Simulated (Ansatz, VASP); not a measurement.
This is a calculation of CdTe for Ansatz 0.2.0.

Contents of input.yaml:

```yaml
crystal:
  lattice:
    - [0.0, 3.1834892848, 3.1834892848]
    - [3.1834892848, 0.0, 3.1834892848]
    - [3.1834892848, 3.1834892848, 0.0]
  atoms:
    - { symbol: Te, position: [0.75, 0.75, 0.75] }
    - { symbol: Cd, position: [0.0, 0.0, 0.0] }
hamiltonian:
  xc: hse06
  pseudopotentials: { kind: paw }
kpoints:
  mp_grid: { grid: [4, 4, 4] }
scf:
  occupations: { method: fermi_dirac, width: 0.05 }
output:
  forces: true
  stress: true
  eigenvalues: true
```

Potentials or basis: Ansatz PAW.

Launch:

```sh
$ ansatz run input.yaml --threads 2 --pin off --max-ram 5632MiB --backend cpu --events-out ev --progress --plain --runs-dir out
```

Problem. Translate it to VASP 6.6.1. Potentials there: VASP PAW PBE potentials, release 64 (Te, Cd).

Solution. As run (the cutoff follows the program's own potentials):

File POSCAR:

```
CdTe
1.0
    0.0000000000      3.1834892848      3.1834892848
    3.1834892848      0.0000000000      3.1834892848
    3.1834892848      3.1834892848      0.0000000000
Te Cd
1 1
Direct
    0.7500000000      0.7500000000      0.7500000000
    0.0000000000      0.0000000000      0.0000000000
```

Contents of INCAR.step1:

```
SYSTEM = CdTe
PREC = Accurate ; ENCUT = 520
EDIFF = 1E-5 ; ISMEAR = -1
SIGMA = 0.05 ; LREAL = .FALSE.
LASPH = .TRUE. ; NELM = 100
ALGO = Normal ; ISIF = 2
LWAVE = .TRUE. ; LCHARG = .FALSE.
GGA = PE ; NBANDS = 16
```

Contents of INCAR.step2:

```
SYSTEM = CdTe
PREC = Accurate ; ENCUT = 520
EDIFF = 1E-6 ; ISMEAR = -1
SIGMA = 0.05 ; LREAL = .FALSE.
LASPH = .TRUE. ; NELM = 100
ALGO = Normal ; ISIF = 2
LWAVE = .FALSE. ; LCHARG = .FALSE.
GGA = PE ; LHFCALC = .TRUE.
HFSCREEN = 0.2079 ; PRECFOCK = Normal
ISTART = 1 ; NBANDS = 16
```

File KPOINTS:

```
regular mesh
0
G
  4 4 4
  0 0 0
```

Potentials or basis: VASP PAW PBE potentials, release 64 (Te, Cd).

Command:

```bash
$ cat potpaw_PBE.64/Te/POTCAR potpaw_PBE.64/Cd/POTCAR > POTCAR
$ cp INCAR.step1 INCAR
$ mpirun -np 1 vasp_std > vasp.out
$ cp INCAR.step2 INCAR
$ mpirun -np 1 vasp_std > vasp.out
```

Both were run:

|  | VASP | Ansatz | Ansatz less VASP |
| --- | --- | --- | --- |
| gap on the k mesh at the Fermi level (eV) | 1.74 | 1.84 | +0.095 |
| least direct gap on the mesh (eV) | 1.74 | 1.84 | +0.095 |
| pressure (GPa) | 4.7 | 4.7 | +0.02 |

VASP's potentials hold 18 valence electrons a cell and Ansatz's 36, so a difference there can come from the potentials and not from the codes.

The k mesh is coarse, so the values compare programs but aren't converged. Spin-orbit coupling is off throughout.
